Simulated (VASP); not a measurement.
# CsBr (CsCl type) (Pm-3m) in VASP: a series of runs

Runs on CsBr (CsCl type). Level: PBE. Tasks: single point.

Program: VASP 6.6.1. These are calculated values, not measurements. Logs are shortened: lines on timing, memory, paths and dates and some standing lists are left out, and cuts for length are marked.

**1. The cell of the first run**

Symmetry: Pm-3m, No. 221, cubic system. The conventional cell has a = 3.483 Å, b = 3.483 Å, c = 3.483 Å, α = 90.00°, β = 90.00°, γ = 90.00°. Cs (site symmetry m-3m) has 8 Br at 3.02 Å and 6 Cs at 3.48 Å within 4.0 Å. Within 4.0 Å of Br (site symmetry m-3m) lie 8 Cs at 3.02 Å and 6 Br at 3.48 Å.

**2. Single point, PBE (volume scaled by 0.5)**

The input, INCAR:

```
SYSTEM = CsBr
PREC = Accurate ; ENCUT = 500
EDIFF = 1E-6 ; ISMEAR = -1
SIGMA = 0.1 ; LREAL = .False.
LASPH = .True. ; NELM = 120
ALGO = Normal ; ISIF = 2
LWAVE = .False. ; LCHARG = .False.
GGA = PE ; NBANDS = 15
GGA_COMPAT = .False.
```

The input, KPOINTS:

```
regular mesh
0
Gamma
  11 11 11
  0 0 0
```

The input, POSCAR:

```
CsBr
1.0
    3.4829351174      0.0000000000      0.0000000000
    0.0000000000      3.4829351174      0.0000000000
    0.0000000000      0.0000000000      3.4829351174
Cs Br
1 1
Direct
    0.0000000000      0.0000000000      0.0000000000
    0.5000000000      0.5000000000      0.5000000000
```

Potentials or basis: VASP PAW PBE potentials, release 64 (Cs_sv, Br).

On the command line:

```console
$ cat potpaw_PBE.64/Cs_sv/POTCAR potpaw_PBE.64/Br/POTCAR > POTCAR
$ mpirun -np 1 vasp_std > vasp.out
```

OUTCAR:

```text
SYSTEM = CsBr
   PREC = Accurate
   ENCUT = 500
   EDIFF = 1E-6
   ISMEAR = -1
   LREAL = .False.
   LASPH = .True.
   NELM = 120
   ISIF = 2
   GGA = PE

 ion  position               nearest neighbor table
   1  0.000  0.000  0.000-
   2  0.500  0.500  0.500-

  LATTYP: Found a simple cubic cell.
 ALAT       =     3.4829351174

  Lattice vectors:

 A1 = (   3.4829351174,   0.0000000000,   0.0000000000)
 A2 = (   0.0000000000,   3.4829351174,   0.0000000000)
 A3 = (   0.0000000000,   0.0000000000,   3.4829351174)

Analysis of symmetry for initial positions (statically):
=====================================================================
 Subroutine PRICEL returns:
 Original cell was already a primitive cell.

 Routine SETGRP: Setting up the symmetry group for a
 simple cubic supercell.

 Subroutine GETGRP returns: Found 48 space group operations
 (whereof 48 operations were pure point group operations)
 out of a pool of 48 trial point group operations.

The static configuration has the point symmetry O_h .

Analysis of symmetry for dynamics (positions and initial velocities):
=====================================================================
 Subroutine PRICEL returns:
 Original cell was already a primitive cell.

 Routine SETGRP: Setting up the symmetry group for a
 simple cubic supercell.

 Subroutine GETGRP returns: Found 48 space group operations
 (whereof 48 operations were pure point group operations)
 out of a pool of 48 trial point group operations.

The dynamic configuration has the point symmetry O_h .

 Subroutine INISYM returns: Found 48 space group operations
 (whereof 48 operations are pure point group operations),
 and found     1 'primitive' translations

----------------------------------------------------------------------------------------

                                     Primitive cell

  volume of cell :      42.2509

  direct lattice vectors                    reciprocal lattice vectors
     3.482935117  0.000000000  0.000000000     0.287114163  0.000000000  0.000000000
     0.000000000  3.482935117  0.000000000     0.000000000  0.287114163  0.000000000
     0.000000000  0.000000000  3.482935117     0.000000000  0.000000000  0.287114163

  length of vectors
     3.482935117  3.482935117  3.482935117     0.287114163  0.287114163  0.287114163

  position of ions in fractional coordinates (direct lattice)
     0.000000000  0.000000000  0.000000000
     0.500000000  0.500000000  0.500000000

  ion indices of the primitive-cell ions
   primitive index   ion index
                 1           1
                 2           2

----------------------------------------------------------------------------------------

 KPOINTS: regular mesh

Automatic generation of k-mesh.
 Grid dimensions read from file:
 generate k-points for:   11   11   11

 Generating k-lattice:

  Cartesian coordinates                     Fractional coordinates (reciprocal lattice)
     0.026101288  0.000000000  0.000000000     0.090909091  0.000000000  0.000000000
     0.000000000  0.026101288  0.000000000     0.000000000  0.090909091  0.000000000
     0.000000000  0.000000000  0.026101288     0.000000000  0.000000000  0.090909091

  Length of vectors
     0.026101288  0.026101288  0.026101288

  Shift w.r.t. Gamma in fractional coordinates (k-lattice)
     0.000000000  0.000000000  0.000000000

 Subroutine IBZKPT returns following result:
 ===========================================

 Found     56 irreducible k-points:

 Following reciprocal coordinates:
            Coordinates               Weight
  0.000000  0.000000  0.000000      1.000000
  0.090909  0.000000  0.000000      6.000000
  0.181818  0.000000  0.000000      6.000000
  0.272727  0.000000  0.000000      6.000000
  0.363636  0.000000  0.000000      6.000000
  0.454545  0.000000  0.000000      6.000000
[... 16 lines left out ...]
  0.181818  0.090909  0.090909     24.000000
  0.272727  0.090909  0.090909     24.000000
 [... further k-points ...]
   k-points           NKPTS =     56   k-points in BZ     NKDIM =     56   number of bands    NBANDS=     15
   number of dos      NEDOS =    301   number of ions     NIONS =      2
   total plane-waves  NPLWV =  21952
   dimension x,y,z NGX =    28 NGY =   28 NGZ =   28
   dimension x,y,z NGXF=    56 NGYF=   56 NGZF=   56
   ions per type =               1   1
   NGX,Y,Z   is equivalent  to a cutoff of  13.36, 13.36, 13.36 a.u.
   NGXF,Y,Z  is equivalent  to a cutoff of  26.73, 26.73, 26.73 a.u.
 SYSTEM =  CsBr
   PREC   = accura    normal or accurate (medium, high low for compatibility)
   ISTART =      0    job   : 0-new  1-cont  2-samecut
   ICHARG =      2    charge: 1-file 2-atom 10-const
   ISPIN  =      1    spin polarized calculation?
   LNONCOLLINEAR =      F non collinear calculations
   LSORBIT =      F    spin-orbit coupling
   LASPH  =      T    aspherical Exc in radial PAW
   ENCUT  =  500.0 eV  36.75 Ry    6.06 a.u.   6.35  6.35  6.35*2*pi/ulx,y,z
   NELM   =    120;   NELMIN=  2; NELMDL= -5     # of ELM steps
   EDIFF  = 0.1E-05   stopping-criterion for ELM
   LREAL  =      F    real-space projection
   EDIFFG = 0.1E-04   stopping-criterion for IOM
   NSW    =      0    number of steps for IOM
   IBRION =     -1    ionic relax: 0-MD 1-quasi-New 2-CG
   NFREE  =      0    steps in history (QN), initial steepest desc. (CG)
   ISIF   =      2    stress and relaxation
   ISYM   =      2    0-nonsym 1-usesym 2-fastsym
   POTIM  = 0.5000    time-step for ionic-motion
   TEBEG  =    0.0;   TEEND  =   0.0 temperature during run
   PSTRESS=    0.0 pullay stress
   NELECT =      16.0000    total number of electrons
   NUPDOWN=      -1.0000    fix difference up-down
   EMIN   =  10.00;   EMAX   =-10.00  energy-range for DOS
   EFERMI =   0.00;   METHOD = LEGACY
   ISMEAR =    -1;   SIGMA  =   0.10  broadening in eV -4-tet -1-fermi 0-gaus
   EFERMI_NEDOS =   21; number of points for ismear=-14 and -15
   IALGO  =     38    algorithm
   IMIX   =      4    mixing-type and parameters
     AMIX     =   0.40;   BMIX     =  1.00
     AMIX_MAG =   1.60;   BMIX_MAG =  1.00
  volume/ion in A,a.u.               =      21.13       142.56
  Fermi-wavevector in a.u.,A,eV,Ry     =   1.184412  2.238214 19.086683  1.402832
  Thomas-Fermi vector in A             =   2.320627
   LORBIT       =      0    0 simple, 1 ext, 2 COOP (PROOUT), +10 PAW based schemes
   GGA     = PE    functional components
   LHFCALC =     F    Hartree Fock is set to
   AEXX    =    0.0000 exact exchange contribution
   IVDW    =     0    specifies the selected vdW correction
   LEPSILON=     F    determine dielectric tensor
   LRPA    =     F    only Hartree local field effects (RPA)
 non-spin polarized calculation
  energy-cutoff  :      500.00
  volume of cell :       42.25
 maximum number of plane-waves:      1086
 NGX is ok and might be reduce to    28
   NGX = 13   NGY = 13   NGZ = 13

 number of electron      15.9999996 magnetization

 Free energy of the ion-electron system (eV)
  ---------------------------------------------------
  ext. energy  EPLUGINS =         0.00000000
  ---------------------------------------------------
  free energy    TOTEN  =        -2.70406700 eV

  energy without entropy =       -2.70406675  energy(sigma->0) =       -2.70406688

 E-fermi :   6.4993     XC(G=0): -11.1553

 val. band max:        5.2561918738   @ k =   0.0000   0.0000   0.0000
 cond. band min:       7.6328530526   @ k =   0.0000   0.0000   0.0000
 fundamental gap:      2.3766611789
 Fermi energy:         6.4993449428

 k-point     1 :       0.0000    0.0000    0.0000
  band No.  band energies     occupation
      1     -15.9543      2.00000
      2      -8.7660      2.00000
      3      -1.7389      2.00000
      4      -1.7389      2.00000
      5      -1.7389      2.00000
      6       5.2562      1.99999
      7       5.2562      1.99999
      8       5.2562      1.99999
      9       7.6329      0.00002
     10       7.6329      0.00002
     11      13.4719      0.00000
     12      15.3128      0.00000
     13      15.3128      0.00000
     14      15.3128      0.00000
     15      18.8427      0.00000

 k-point     2 :       0.0909    0.0000    0.0000
  band No.  band energies     occupation
      1     -15.9053      2.00000
      2      -8.8505      2.00000
      3      -1.8262      2.00000
      4      -1.6803      2.00000
      5      -1.6803      2.00000
      6       4.8797      2.00000
      7       5.1226      2.00000
      8       5.1226      2.00000
      9       7.7258      0.00001
     10       8.1173      0.00000
     11      13.8679      0.00000
     12      15.2403      0.00000
     13      15.2403      0.00000
     14      15.4008      0.00000
     15      17.6002      0.00000

 k-point     3 :       0.1818    0.0000    0.0000
  band No.  band energies     occupation
      1     -15.7673      2.00000
      2      -9.0926      2.00000
      3      -1.9881      2.00000
      4      -1.5133      2.00000
      5      -1.5133      2.00000
      6       4.0094      2.00000
      7       4.7560      2.00000
      8       4.7560      2.00000
      9       8.0019      0.00000
     10       9.3979      0.00000
     11      14.7902      0.00000
     12      15.1660      0.00000
     13      15.1660      0.00000
     14      15.6616      0.00000
     15      15.8789      0.00000
[... 343 lines left out ...]
 k-point    23 :       0.1818    0.0909    0.0909
  band No.  band energies     occupation
      1     -15.6761      2.00000
      2      -9.1572      2.00000
      3      -2.3577      2.00000
      4      -1.8097      2.00000
      5      -1.0124      2.00000
      6       3.4598      2.00000
      7       4.5808      2.00000
      8       4.8692      2.00000
      9       8.7246      0.00000
     10       9.6993      0.00000
     11      13.7827      0.00000
     12      14.3821      0.00000
     13      15.1188      0.00000
     14      17.0486      0.00000
     15      17.4273      0.00000

 k-point    24 :       0.2727    0.0909    0.0909
  band No.  band energies     occupation
      1     -15.4859      2.00000
      2      -9.4296      2.00000
      3      -2.5491      2.00000
      4      -1.5493      2.00000
      5      -0.9577      2.00000
      6       2.8099      2.00000
      7       4.0230      2.00000
      8       4.5938      2.00000
      9       9.1368      0.00000
     10      11.4389      0.00000
     11      13.4105      0.00000
     12      13.9719      0.00000
     13      15.8817      0.00000
     14      16.2112      0.00000
     15      17.1487      0.00000

 [... further k-points ...]
[... 5 lines left out ...]
  --------------------------------------------------------------------------------------
  -------------------------------------------------------------------------------------
  Total       13.0812927     13.0812927     13.0812927      0.0000000      0.0000000     -0.0000000
  in kB      496.0495881    496.0495881    496.0495881      0.0000000      0.0000000     -0.0000000
  external PRESSURE =     496.0495881 kB  Pullay stress =       0.0000000 kB

 VOLUME and BASIS-vectors are now :
 -----------------------------------------------------------------------------
  energy-cutoff  :      500.00
  volume of cell :       42.25
      direct lattice vectors                 reciprocal lattice vectors
     3.482935117  0.000000000  0.000000000     0.287114163  0.000000000  0.000000000
     0.000000000  3.482935117  0.000000000     0.000000000  0.287114163  0.000000000
     0.000000000  0.000000000  3.482935117     0.000000000  0.000000000  0.287114163

 POSITION                                       TOTAL-FORCE (eV/Angst)
 -----------------------------------------------------------------------------------
      0.00000      0.00000      0.00000         0.000000      0.000000      0.000000
      1.74147      1.74147      1.74147         0.000000      0.000000      0.000000
 -----------------------------------------------------------------------------------
    total drift:                                0.000000      0.000000      0.000000

  FREE ENERGIE OF THE ION-ELECTRON SYSTEM (eV)
  ---------------------------------------------------
  free  energy   TOTEN  =        -2.7040669994 eV

  energy  without entropy=       -2.7040667526  energy(sigma->0) =       -2.70406688
```

Wall time 33 s (1 thread of AMD EPYC 7R43 (Zen 3), shared host); peak memory 0.14 GiB.

Results:

```
Free energy            : -2.7041 eV
Pressure               : 49.6 GPa
Band gap on the k mesh : 2.38 eV, direct
```

Caveat: spin-orbit coupling is left out, which moves the levels of the heavy elements.

**3. Single point, PBE (volume scaled by 0.5)**

The input, INCAR:

```
PREC     = Accurate       # precision mode
ENCUT    = 500            # plane-wave cutoff, eV
EDIFF    = 1E-6           # SCF threshold, eV
ISMEAR   = -1             # smearing method
SIGMA    = 0.1            # smearing width, eV
LREAL    = F              # projectors in reciprocal space
LASPH    = T              # aspherical terms in the spheres
NELM     = 120            # most SCF steps
ALGO     = Normal         # electronic algorithm
ISIF     = 2              # what is computed and relaxed
LWAVE    = F              # write WAVECAR
LCHARG   = F              # write CHGCAR
GGA      = PE             # functional
NBANDS   = 15             # bands
GGA_COMPAT= F
```

The input, KPOINTS:

```
Automatic mesh
0
Gamma
  11 11 11
```

POSCAR is that of step 2.

Potentials or basis: VASP PAW PBE potentials, release 64 (Cs_sv, Br).

On the command line:

```console
$ cat potpaw_PBE.64/Cs_sv/POTCAR potpaw_PBE.64/Br/POTCAR > POTCAR
$ mpirun -np 1 vasp_std > vasp.out
```

OUTCAR:

```text
PREC = Accurate
   ENCUT = 500
   EDIFF = 1E-6
   ISMEAR = -1
   LREAL = F
   LASPH = T
   NELM = 120
   ISIF = 2
   GGA = PE

 ion  position               nearest neighbor table
   1  0.000  0.000  0.000-
   2  0.500  0.500  0.500-

  LATTYP: Found a simple cubic cell.
 ALAT       =     3.4829351174

  Lattice vectors:

 A1 = (   3.4829351174,   0.0000000000,   0.0000000000)
 A2 = (   0.0000000000,   3.4829351174,   0.0000000000)
 A3 = (   0.0000000000,   0.0000000000,   3.4829351174)

Analysis of symmetry for initial positions (statically):
=====================================================================
 Subroutine PRICEL returns:
 Original cell was already a primitive cell.

 Routine SETGRP: Setting up the symmetry group for a
 simple cubic supercell.

 Subroutine GETGRP returns: Found 48 space group operations
 (whereof 48 operations were pure point group operations)
 out of a pool of 48 trial point group operations.

The static configuration has the point symmetry O_h .

[... 163 lines left out ...]
 cond. band min:       7.6328530526   @ k =   0.0000   0.0000   0.0000
 fundamental gap:      2.3766611789
 Fermi energy:         6.4993449428

 k-point     1 :       0.0000    0.0000    0.0000
  band No.  band energies     occupation
      1     -15.9543      2.00000
      2      -8.7660      2.00000
      3      -1.7389      2.00000
      4      -1.7389      2.00000
      5      -1.7389      2.00000
      6       5.2562      1.99999
      7       5.2562      1.99999
      8       5.2562      1.99999
      9       7.6329      0.00002
     10       7.6329      0.00002
     11      13.4719      0.00000
     12      15.3128      0.00000
     13      15.3128      0.00000
     14      15.3128      0.00000
[... 401 lines left out ...]
      2      -9.4296      2.00000
      3      -2.5491      2.00000
      4      -1.5493      2.00000
      5      -0.9577      2.00000
      6       2.8099      2.00000
      7       4.0230      2.00000
      8       4.5938      2.00000
      9       9.1368      0.00000
     10      11.4389      0.00000
     11      13.4105      0.00000
     12      13.9719      0.00000
     13      15.8817      0.00000
     14      16.2112      0.00000
     15      17.1487      0.00000

 [... further k-points ...]
[... 5 lines left out ...]
  --------------------------------------------------------------------------------------
  -------------------------------------------------------------------------------------
  Total       13.0812927     13.0812927     13.0812927      0.0000000      0.0000000     -0.0000000
  in kB      496.0495881    496.0495881    496.0495881      0.0000000      0.0000000     -0.0000000
  external PRESSURE =     496.0495881 kB  Pullay stress =       0.0000000 kB

 VOLUME and BASIS-vectors are now :
 -----------------------------------------------------------------------------
  energy-cutoff  :      500.00
  volume of cell :       42.25
      direct lattice vectors                 reciprocal lattice vectors
     3.482935117  0.000000000  0.000000000     0.287114163  0.000000000  0.000000000
     0.000000000  3.482935117  0.000000000     0.000000000  0.287114163  0.000000000
     0.000000000  0.000000000  3.482935117     0.000000000  0.000000000  0.287114163

 POSITION                                       TOTAL-FORCE (eV/Angst)
 -----------------------------------------------------------------------------------
      0.00000      0.00000      0.00000         0.000000      0.000000      0.000000
      1.74147      1.74147      1.74147         0.000000      0.000000      0.000000
 -----------------------------------------------------------------------------------
    total drift:                                0.000000      0.000000      0.000000

  FREE ENERGIE OF THE ION-ELECTRON SYSTEM (eV)
  ---------------------------------------------------
  free  energy   TOTEN  =        -2.7040669994 eV

  energy  without entropy=       -2.7040667526  energy(sigma->0) =       -2.70406688
```

OSZICAR:

```text
N       E                     dE             d eps       ncg     rms          rms(c)
DAV:   1     0.834956145697E+02    0.83496E+02   -0.74252E+03  1680   0.954E+02
DAV:   2     0.132682591544E+01   -0.82169E+02   -0.75270E+02  2404   0.170E+02
DAV:   3    -0.293836886837E+01   -0.42652E+01   -0.42457E+01  2121   0.403E+01
DAV:   4    -0.295730063032E+01   -0.18932E-01   -0.18930E-01  2030   0.315E+00
DAV:   5    -0.295737270619E+01   -0.72076E-04   -0.72075E-04  2142   0.194E-01    0.548E+00
DAV:   6    -0.273715577825E+01    0.22022E+00   -0.21765E-01  1925   0.342E+00    0.289E+00
DAV:   7    -0.270346889475E+01    0.33687E-01   -0.15430E-01  2149   0.263E+00    0.843E-01
DAV:   8    -0.270449384542E+01   -0.10250E-02   -0.19676E-02  1876   0.973E-01    0.130E-01
DAV:   9    -0.270408186799E+01    0.41198E-03   -0.67231E-04  2030   0.219E-01    0.430E-02
DAV:  10    -0.270409978912E+01   -0.17921E-04   -0.48151E-04  2051   0.134E-01    0.419E-02
DAV:  11    -0.270406713251E+01    0.32657E-04   -0.96865E-05  1939   0.735E-02    0.974E-03
DAV:  12    -0.270406699940E+01    0.13312E-06   -0.77585E-06  2058   0.200E-02
   1 F= -.27040670E+01 E0= -.27040669E+01  d E =-.246821E-06
```

Wall time 34 s (1 thread of AMD EPYC 7R43 (Zen 3), shared host); peak memory 0.14 GiB.

Results:

| Quantity | Value |
| --- | --- |
| Free energy | -2.7041 eV |
| Pressure | 49.6 GPa |
| Band gap on the k mesh | 2.38 eV, direct |

Caveat: spin-orbit coupling is left out, which moves the levels of the heavy elements. A k mesh can miss the band edges.
